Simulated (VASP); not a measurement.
Wanted: the native input for a VASP 6.6.1 run.

* Task: relaxation of shape and atoms at fixed volume
* Functional: PBE
* Dispersion: D3(BJ)
* Potentials or basis: VASP PAW PBE potentials, release 64 (W_sv, Se)
* Cutoff: 600 eV
* k mesh: 9 × 9 × 2
* Occupations: gaussian, width 0.02 eV
* Spin: no spin polarisation
* Dipole correction: no
* Further INCAR settings: ALGO = Normal; EDIFF = 1e-06; IBRION = 2; EDIFFG = -0.01; NSW = 50; ISIF = 4

The structure of WSe2 lies in POSCAR:

```
WSe2
1.0
    3.3114834471      0.0000000000      0.0000000000
   -1.6557417235      2.8678287894      0.0000000000
    0.0000000000      0.0000000000     12.9151334372
W Se
2 4
Direct
    0.3333333333      0.6666666667      0.2500000000
    0.6666666667      0.3333333333      0.7500000000
    0.3333333333      0.6666666667      0.6182884708
    0.6666666667      0.3333333333      0.1182884708
    0.3333333333      0.6666666667      0.8817115292
    0.6666666667      0.3333333333      0.3817115292
```

This cell differs from its parent crystal: volume scaled by 1.03.

These files were run (other wordings do the same):

INCAR

```
PREC = Accurate
ENCUT = 600
EDIFF = 1E-6
ISMEAR = 0
SIGMA = 0.02
LREAL = False
LASPH = True
NELM = 60
ALGO = Normal
ISIF = 4
LWAVE = False
LCHARG = False
GGA = PE
IVDW = 12
IBRION = 2
NSW = 50
EDIFFG = -0.01
```

KPOINTS

```
Automatic mesh
0
Gamma
  9 9 2
```

Potentials or basis: VASP PAW PBE potentials, release 64 (W_sv, Se).

Launch:

```sh
$ cat potpaw_PBE.64/W_sv/POTCAR potpaw_PBE.64/Se/POTCAR > POTCAR
$ mpirun -np 1 vasp_std > vasp.out
```

It gave:

```yaml
Energy_gained_by_relaxing: 4.3 meV/atom
Ionic_steps: 5
Pressure_after_relaxing: -1.1 GPa
Largest_force_after_relaxing: 0.009 eV/Å
Band_gap_on_the_k_mesh: 1.08 eV, indirect (least direct gap 1.54 eV)
Dispersion_energy_per_atom: -0.461 eV
```

Caveat: spin-orbit coupling is left out, which moves the levels of the heavy elements.

Run time: 3.6 min on 1 thread of Intel(R) Xeon(R) 6975P-C (Granite Rapids), with other jobs on the host, peak memory 0.34 GiB.
